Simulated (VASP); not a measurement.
Here is a VASP 6.6.1 calculation.

Contents of INCAR:

```
SYSTEM = Fe
  PREC = Accurate
  ENCUT = 520
  EDIFF = 1E-6
  ISMEAR = -1
  SIGMA = 0.05
  LREAL = .FALSE.
  LASPH = .TRUE.
  NELM = 150
  ALGO = Normal
  ISIF = 2
  LWAVE = .FALSE.
  LCHARG = .FALSE.
  ISPIN = 2
  MAGMOM = 1.5
  LORBIT = 11
  NUPDOWN = 1.5
  LMAXMIX = 4
  GGA = PE
  NBANDS = 14
```

The input KPOINTS:

```
regular mesh
0
G
  11 11 11
  0 0 0
```

Contents of POSCAR:

```
Fe
1.0
   -1.4430000000      1.4430000000      1.4430000000
    1.4430000000     -1.4430000000      1.4430000000
    1.4430000000      1.4430000000     -1.4430000000
Fe
1
Direct
    0.0000000000      0.0000000000      0.0000000000
```

Potentials or basis: VASP PAW PBE potentials, release 64 (Fe).

Launch:

```bash
$ cat potpaw_PBE.64/Fe/POTCAR > POTCAR
$ mpirun -np 1 vasp_std > vasp.out
```

(1) What does it give for the pressure?

Results:

(1) -19.5 GPa.

Caveat: the total moment is fixed, so each spin has its own Fermi level.
